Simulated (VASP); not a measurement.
# W (Im-3m) in VASP: notebook

W is run at these levels: PBE+D3(BJ); tasks: single point.

Everything below comes from runs of VASP 6.6.1. Logs are shortened: lines on timing, memory, paths and dates and some standing lists are left out, and cuts for length are marked.

## (1) The cell of the first run

Symmetry: Im-3m, No. 229, cubic system. The conventional cell has a = 3.186 Å, b = 3.186 Å, c = 3.186 Å, α = 90.00°, β = 90.00°, γ = 90.00°. Within 3.6 Å of W (site symmetry m-3m) lie 14 W at 2.76 to 3.19 Å.

## (2) Single point, PBE+D3(BJ)

INCAR

```
SYSTEM = W
PREC = Accurate ; ENCUT = 520
EDIFF = 1E-6 ; ISMEAR = 1
SIGMA = 0.1 ; LREAL = .False.
LASPH = .True. ; NELM = 60
ALGO = Normal ; ISIF = 2
LWAVE = .False. ; LCHARG = .False.
GGA = PE ; IVDW = 12
NBANDS = 13
```

KPOINTS

```
Automatic mesh
0
Gamma
  12 12 12
  0 0 0
```

POSCAR

```
W
1.0
   -1.5928244114      1.5928244114      1.5928244114
    1.5928244114     -1.5928244114      1.5928244114
    1.5928244114      1.5928244114     -1.5928244114
W
1
Direct
    0.0000000000      0.0000000000      0.0000000000
```

Potentials or basis: VASP PAW PBE potentials, release 64 (W_sv).

The run is started by

```bash
cat potpaw_PBE.64/W_sv/POTCAR > POTCAR
mpirun -np 1 vasp_std > vasp.out
```

OUTCAR:

```text
SYSTEM = W
   PREC = Accurate
   ENCUT = 520
   EDIFF = 1E-6
   ISMEAR = 1
   LREAL = .False.
   LASPH = .True.
   NELM = 60
   ISIF = 2
   GGA = PE
   IVDW = 12
 IVDW          = 12

 ion  position               nearest neighbor table
   1  0.000  0.000  0.000-

  LATTYP: Found a body centered cubic cell.
 ALAT       =     3.1856488228

  Lattice vectors:

 A1 = (  -1.5928244114,   1.5928244114,   1.5928244114)
 A2 = (   1.5928244114,  -1.5928244114,   1.5928244114)
 A3 = (   1.5928244114,   1.5928244114,  -1.5928244114)

Analysis of symmetry for initial positions (statically):
=====================================================================
 Subroutine PRICEL returns:
 Original cell was already a primitive cell.

 Routine SETGRP: Setting up the symmetry group for a
 body centered cubic supercell.

 Subroutine GETGRP returns: Found 48 space group operations
 (whereof 48 operations were pure point group operations)
 out of a pool of 48 trial point group operations.

The static configuration has the point symmetry O_h .

Analysis of symmetry for dynamics (positions and initial velocities):
=====================================================================
 Subroutine PRICEL returns:
 Original cell was already a primitive cell.

 Routine SETGRP: Setting up the symmetry group for a
 body centered cubic supercell.

 Subroutine GETGRP returns: Found 48 space group operations
 (whereof 48 operations were pure point group operations)
 out of a pool of 48 trial point group operations.

The dynamic configuration has the point symmetry O_h .

 Subroutine INISYM returns: Found 48 space group operations
 (whereof 48 operations are pure point group operations),
 and found     1 'primitive' translations

----------------------------------------------------------------------------------------

                                     Primitive cell

  volume of cell :      16.1646

  direct lattice vectors                    reciprocal lattice vectors
    -1.592824411  1.592824411  1.592824411     0.000000000  0.313907796  0.313907796
     1.592824411 -1.592824411  1.592824411     0.313907796  0.000000000  0.313907796
     1.592824411  1.592824411 -1.592824411     0.313907796  0.313907796  0.000000000

  length of vectors
     2.758852808  2.758852808  2.758852808     0.443932662  0.443932662  0.443932662

  position of ions in fractional coordinates (direct lattice)
[... 83 lines left out ...]
   ISIF   =      2    stress and relaxation
   ISYM   =      2    0-nonsym 1-usesym 2-fastsym
   POTIM  = 0.5000    time-step for ionic-motion
   TEBEG  =    0.0;   TEEND  =   0.0 temperature during run
   PSTRESS=    0.0 pullay stress
   NELECT =      14.0000    total number of electrons
   NUPDOWN=      -1.0000    fix difference up-down
   EMIN   =  10.00;   EMAX   =-10.00  energy-range for DOS
   EFERMI =   0.00;   METHOD = LEGACY
   ISMEAR =     1;   SIGMA  =   0.10  broadening in eV -4-tet -1-fermi 0-gaus
   EFERMI_NEDOS =   21; number of points for ismear=-14 and -15
   IALGO  =     38    algorithm
   IMIX   =      4    mixing-type and parameters
     AMIX     =   0.40;   BMIX     =  1.00
     AMIX_MAG =   1.60;   BMIX_MAG =  1.00
  volume/ion in A,a.u.               =      16.16       109.08
  Fermi-wavevector in a.u.,A,eV,Ry     =   1.560497  2.948912 33.132240  2.435151
  Thomas-Fermi vector in A             =   2.663700
   LORBIT       =      0    0 simple, 1 ext, 2 COOP (PROOUT), +10 PAW based schemes
   GGA     = PE    functional components
   LHFCALC =     F    Hartree Fock is set to
   AEXX    =    0.0000 exact exchange contribution
   IVDW    =    12    specifies the selected vdW correction
   LEPSILON=     F    determine dielectric tensor
   LRPA    =     F    only Hartree local field effects (RPA)
 non-spin polarized calculation
 Methfessel and Paxton  Order N= 1 SIGMA  =   0.10
  energy-cutoff  :      520.00
  volume of cell :       16.16
 maximum number of plane-waves:       466
 NGX is ok and might be reduce to    24
   NGX = 11   NGY = 11   NGZ = 11

 number of electron      14.0000002 magnetization

 Free energy of the ion-electron system (eV)
  ---------------------------------------------------
  ext. energy  EPLUGINS =         0.00000000
  ---------------------------------------------------
  free energy    TOTEN  =       -12.95498280 eV

  energy without entropy =      -12.95454001  energy(sigma->0) =      -12.95483520

 E-fermi :  11.0436     XC(G=0): -13.5326

 val. band max:       11.0417922969   @ k =  -0.2500   0.3333   0.1667
 cond. band min:      11.0869331872   @ k =  -0.1667   0.1667   0.0833
 fundamental gap:      0.0451408903
 Fermi energy:        11.0435525432

 k-point     1 :       0.0000    0.0000    0.0000
  band No.  band energies     occupation
      1     -63.0622      2.00000
      2     -26.6506      2.00000
      3     -26.6506      2.00000
      4     -26.6506      2.00000
      5       1.6347      2.00000
      6       9.9593      2.00000
      7       9.9593      2.00000
      8       9.9593      2.00000
      9      13.3716      0.00000
     10      13.3716      0.00000
     11      25.6362      0.00000
     12      25.6362      0.00000
     13      25.6362      0.00000
[... 354 lines left out ...]
  band No.  band energies     occupation
      1     -62.9373      2.00000
      2     -27.7770      2.00000
      3     -27.0990      2.00000
      4     -26.7375      2.00000
      5       5.6584      2.00000
      6       7.6382      2.00000
      7      10.8451      2.01680
      8      13.4951      0.00000
      9      14.2466      0.00000
     10      18.3878      0.00000
     11      20.8194      0.00000
     12      23.2912      0.00000
     13      26.8934      0.00000

 [... further k-points ...]

------------------------ aborting loop because EDIFF is reached ----------------------------------------

 Edisp (eV)   -0.68138

 E8    (eV) :    -0.3493

  FORCE on cell =-STRESS in cart. coord.  units (eV):
  Direction    XX          YY          ZZ          XY          YZ          ZX
  --------------------------------------------------------------------------------------
  -------------------------------------------------------------------------------------
  Total      -0.67291    -0.67291    -0.67291    -0.00000    -0.00000     0.00000
  in kB     -66.69669   -66.69669   -66.69669    -0.00000    -0.00000     0.00000
  external pressure =      -66.70 kB  Pullay stress =        0.00 kB

 VOLUME and BASIS-vectors are now :
 -----------------------------------------------------------------------------
  energy-cutoff  :      520.00
  volume of cell :       16.16
      direct lattice vectors                 reciprocal lattice vectors
    -1.592824411  1.592824411  1.592824411     0.000000000  0.313907796  0.313907796
     1.592824411 -1.592824411  1.592824411     0.313907796  0.000000000  0.313907796
     1.592824411  1.592824411 -1.592824411     0.313907796  0.313907796  0.000000000

 POSITION                                       TOTAL-FORCE (eV/Angst)
 -----------------------------------------------------------------------------------
      0.00000      0.00000      0.00000         0.000000     -0.000000      0.000000
 -----------------------------------------------------------------------------------
    total drift:                                0.000000      0.000000      0.000000

  FREE ENERGIE OF THE ION-ELECTRON SYSTEM (eV)
  ---------------------------------------------------
  free  energy   TOTEN  =       -13.6363589556 eV

  energy  without entropy=      -13.6359161636  energy(sigma->0) =      -13.63621136
```

OSZICAR:

```text
N       E                     dE             d eps       ncg     rms          rms(c)
DAV:   1     0.848465158363E+02    0.84847E+02   -0.74900E+03  1872   0.121E+03
DAV:   2    -0.119314516673E+02   -0.96778E+02   -0.93094E+02  2122   0.316E+02
DAV:   3    -0.135867667965E+02   -0.16553E+01   -0.16504E+01  2017   0.402E+01
DAV:   4    -0.135932580294E+02   -0.64912E-02   -0.64911E-02  2022   0.280E+00
DAV:   5    -0.135933133067E+02   -0.55277E-04   -0.55277E-04  2122   0.242E-01    0.202E+01
DAV:   6    -0.130912495169E+02    0.50206E+00   -0.42677E-01  1942   0.871E+00    0.795E+00
DAV:   7    -0.129593106765E+02    0.13194E+00   -0.22184E-01  2067   0.597E+00    0.703E-01
DAV:   8    -0.129549579437E+02    0.43527E-02   -0.41756E-03  1892   0.816E-01    0.884E-02
DAV:   9    -0.129549877504E+02   -0.29807E-04   -0.58942E-05  2152   0.916E-02    0.466E-02
DAV:  10    -0.129549818956E+02    0.58549E-05   -0.83160E-06  1962   0.400E-02    0.128E-02
DAV:  11    -0.129549828011E+02   -0.90555E-06   -0.21479E-07  1231   0.516E-03
   1 F= -.13636359E+02 E0= -.13636211E+02  d E =-.442792E-03
```

stdout:

```text
POSCAR found type information on POSCAR W
 POSCAR found :  1 types and       1 ions
 scaLAPACK will be used
 LDA part: xc-table for (Slater+PW92), standard interpolation
 POSCAR, INCAR and KPOINTS ok, starting setup
 FFT: planning ... GRIDC
 FFT: planning ... GRID_SOFT
 FFT: planning ... GRID
 WAVECAR not read
 entering main loop
```

It took 6.5 s on 1 thread of Intel Xeon Platinum 8559C (Emerald Rapids), shared host; peak memory 0.15 GiB.

What came out:

| Item | Value |
| --- | --- |
| Free energy | -13.6364 eV |
| Pressure | -6.7 GPa |
| Band gap on the k mesh | zero (band 7 reaches 16.18 eV, above the bottom of band 8 at 9.96 eV) |
| Dispersion energy per atom | -0.681 eV |

Caveat: three body term missing; spin-orbit coupling is left out, which moves the levels of the heavy elements; pairwise dispersion overbinds metals, which lowers pressure and volume.

## (3) Single point, PBE+D3(BJ)

This run uses another cell than the first one, of 16.48 Å³/atom, 1.020 times its volume.

INCAR

```
SYSTEM = W
  PREC = Accurate
  ENCUT = 520
  EDIFF = 1E-6
  ISMEAR = 1
  SIGMA = 0.1
  LREAL = .FALSE.
  LASPH = .TRUE.
  NELM = 60
  ALGO = Normal
  ISIF = 2
  LWAVE = .FALSE.
  LCHARG = .FALSE.
  GGA = PE
  IVDW = 12
  NBANDS = 13
```

KPOINTS

```
Automatic mesh
0
G
  12 12 12
  0 0 0
```

POSCAR

```
W
1.0
   -1.6031677168      1.6031677168      1.6031677168
    1.6031677168     -1.6031677168      1.6031677168
    1.6031677168      1.6031677168     -1.6031677168
W
1
Direct
    0.0000000000      0.0000000000      0.0000000000
```

Potentials or basis: VASP PAW PBE potentials, release 64 (W_sv).

The run is started by

```bash
cat potpaw_PBE.64/W_sv/POTCAR > POTCAR
mpirun -np 1 vasp_std > vasp.out
```

Run time: 6.5 s. Hardware: 1 thread of Intel Xeon Platinum 8559C (Emerald Rapids), shared host; peak memory 0.16 GiB.

It converged, with:

- Free energy: -13.6179 eV
- Pressure: -12.1 GPa
- Band gap on the k mesh: zero (band 7 reaches 15.76 eV, above the bottom of band 8 at 9.71 eV)
- Dispersion energy per atom: -0.668 eV

Levels at points of the mesh, in eV from the Fermi level:
```csv
k point,band 3,band 4,band 5,band 6,band 7,band 8,band 9,band 10,band 11,band 12
"(0.00, 0.00, 0.00)",-37.74,-37.74,-9.29,-1.05,-1.05,-1.05,2.29,2.29,14.56,14.56
"(0.50, 0.00, 0.00)",-38.11,-37.75,-5.90,-3.26,0.68,2.16,3.09,5.92,10.58,11.51
"(0.50, 0.50, 0.50)",-38.54,-38.54,-5.40,-5.40,5.00,5.00,5.00,8.07,8.07,8.07
```

Caveat: three body term missing; spin-orbit coupling is left out, which moves the levels of the heavy elements; pairwise dispersion overbinds metals, which lowers pressure and volume.

## (4) Single point, PBE+D3(BJ)

This run uses another cell than the first one, of 16.80 Å³/atom, 1.039 times its volume.

INCAR

```
SYSTEM = W
PREC = Accurate
ENCUT = 520
EDIFF = 1E-6
ISMEAR = 1
SIGMA = 0.1
LREAL = .FALSE.
LASPH = .TRUE.
NELM = 100
ALGO = Normal
ISIF = 2
LWAVE = .FALSE.
LCHARG = .TRUE.
GGA = PE
IVDW = 12
LELF = .TRUE.
LVHAR = .TRUE.
NBANDS = 13
```

KPOINTS

```
regular mesh
0
G
  12 12 12
  0 0 0
```

POSCAR

```
W
1.0
   -1.6133792515      1.6133792515      1.6133792515
    1.6133792515     -1.6133792515      1.6133792515
    1.6133792515      1.6133792515     -1.6133792515
W
1
Direct
    0.0000000000      0.0000000000      0.0000000000
```

The run is started by

```bash
cat potpaw_PBE.64/W_sv/POTCAR > POTCAR
mpirun -np 1 vasp_std > vasp.out
```

Run time: 7.6 s. Hardware: 1 thread of Intel Xeon Platinum 8559C (Emerald Rapids), shared host; peak memory 0.15 GiB.

Results (log left out):

| Item | Value |
| --- | --- |
| Free energy | -13.5892 eV |
| Pressure | -17.0 GPa |
| Band gap on the k mesh | zero (band 7 reaches 15.37 eV, above the bottom of band 8 at 9.48 eV) |
| Dispersion energy per atom | -0.655 eV |

Levels at points of the mesh, in eV from the Fermi level:
```csv
k point,band 3,band 4,band 5,band 6,band 7,band 8,band 9,band 10,band 11,band 12
"(0.00, 0.00, 0.00)",-37.79,-37.79,-9.18,-1.02,-1.02,-1.02,2.24,2.24,14.51,14.51
"(0.50, 0.00, 0.00)",-38.14,-37.80,-5.78,-3.18,0.63,2.10,3.01,5.76,10.29,11.46
"(0.50, 0.50, 0.50)",-38.54,-38.54,-5.26,-5.26,4.87,4.87,4.87,7.92,7.92,7.92
```

Caveat: three body term missing; spin-orbit coupling is left out, which moves the levels of the heavy elements; pairwise dispersion overbinds metals, which lowers pressure and volume.

## (5) The runs side by side

| cell | gap on the mesh (eV) | pressure (GPa) |
| --- | --- | --- |
| a = 2.759 Å, angles 109.5°, 1 atom | none | -6.7 |
| a = 2.777 Å, angles 109.5°, 1 atom | none | -12.1 |
| a = 2.794 Å, angles 109.5°, 1 atom | none | -17.0 |

Alike in all rows: task single point; level PBE+D3(BJ); potentials or basis VASP PAW PBE potentials, release 64 (W_sv); no spin polarisation; k mesh 12 × 12 × 12; cutoff (eV) 520; smearing methfessel-paxton 0.1 eV.

Caveats: three body term missing; spin-orbit coupling is left out, which moves the levels of the heavy elements; pairwise dispersion overbinds metals, which lowers pressure and volume.

Absolute energies hang on the potentials; compare differences alone.
